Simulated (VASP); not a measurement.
Here is a VASP 6.6.1 calculation.

INCAR

```
SYSTEM = In
PREC = Accurate
ENCUT = 520
EDIFF = 1E-7
ISMEAR = -1
SIGMA = 0.1
LREAL = .FALSE.
LASPH = .TRUE.
NELM = 60
ALGO = Normal
ISIF = 2
LWAVE = .FALSE.
LCHARG = .TRUE.
GGA = CA
LELF = .TRUE.
LVHAR = .TRUE.
NBANDS = 12
```

File KPOINTS:

```
regular mesh
0
G
  2 2 2
  0 0 0
```

The input POSCAR:

```
In
1.0
   -1.6019898026      1.6281983263      2.4755659685
    1.6281983263     -1.6019898026      2.4755659685
    1.5260503434      1.5260503434     -2.4583443292
In
1
Direct
    0.0000000000      0.0000000000      0.0000000000
```

Potentials or basis: VASP PAW LDA potentials, release 64 (In_d).

Launch:

```bash
$ cat potpaw_LDA.64/In_d/POTCAR > POTCAR
$ mpirun -np 1 vasp_std > vasp.out
```

**Question.** Predict the pressure.

**Answer.** -7.4 GPa.

Stress tensor (GPa, compression positive):
```
-14.39  -6.36  -1.00
 -6.36 -14.39  -1.00
 -1.00  -1.00   6.55
```

Caveat: the k points lie up to 1.44 Å⁻¹ apart.
